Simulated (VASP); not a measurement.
H:

```
H
1.0
    -0.05479    0.02803    4.45906
     5.60163    0.00375   -0.06818
     0.00786   11.24500    0.07304
H
16
Direct
  0.43367 0.58212 0.75778
  0.04706 0.07789 0.74943
  0.57145 0.40945 0.25087
  0.93646 0.92663 0.25348
  0.56617 0.66673 0.74479
  0.93601 0.16407 0.74954
  0.44828 0.32243 0.24717
  0.06433 0.82529 0.24535
  0.06125 0.46015 0.99921
  0.43290 0.94819 0.50167
  0.94335 0.54978 0.50056
  0.56747 0.05975 0.00385
  0.93715 0.54472 0.00125
  0.55888 0.06961 0.49727
  0.05722 0.44186 0.50614
  0.43835 0.95132 0.99164
```

```yaml
Program: VASP 6.6.1
Task: relaxation of cell and atoms
Functional: PBEsol
Potentials_or_basis: VASP PAW PBE potentials, release 64 (H)
Cutoff: 600 eV
k_mesh: 4 × 4 × 2
Occupations: gaussian, width 0.1 eV
Spin: no spin polarisation
```

At the start: pressure -0.7 GPa; volume 17.55 Å³/atom.

Task: How do energy, volume and symmetry change on relaxing?

Result: Over 8 steps the energy falls by 27.1 meV/atom and the volume is 17.44 Å³/atom (-0.6 %); space group P1 (No. 1, to 0.1 Å) before and after.

Step by step:
```csv
step,energy change (eV),largest force (eV/Å),pressure (GPa),volume (Å³)
1,0.0000,2.6726,-0.72,280.82
2,1.2539,8.5464,1.66,277.62
3,-0.4169,0.8070,-0.33,279.63
4,-0.4172,0.7358,-0.34,279.66
5,-0.3735,1.5991,0.55,278.22
6,-0.4332,0.1442,-0.05,279.15
7,-0.4324,0.2316,-0.10,278.98
8,-0.4340,0.0120,-0.07,279.08
```

Final structure:
```xyz
16
Lattice="-0.0619 0.0278 4.4488 5.5821 0.0030 -0.0771 0.0062 11.2408 0.0723" Properties=species:S:1:pos:R:3 pbc="T T T"
H     3.2268    8.5319    1.9387
H     0.4159    8.4258    0.2791
H     2.2635    2.8381    2.5419
H     5.0955    2.8750    4.1336
H     3.6919    8.3898    2.5215
H     0.8832    8.4519    4.1842
H     1.7620    2.7907    1.9742
H     4.6251    2.7654    0.2195
H     2.5636   11.2347    0.3176
H     5.3114    5.6511    1.9237
H     2.9978    5.6561    4.2040
H     0.2711    0.0527    2.4942
H     2.9901    0.0421    4.1189
H     0.3148    5.6084    2.4821
H     2.4820    5.6907    0.2435
H     5.3168   11.1685    1.9743
```

Caveat: the PAW data sets were made with another functional, which shifts forces and pressure a little.
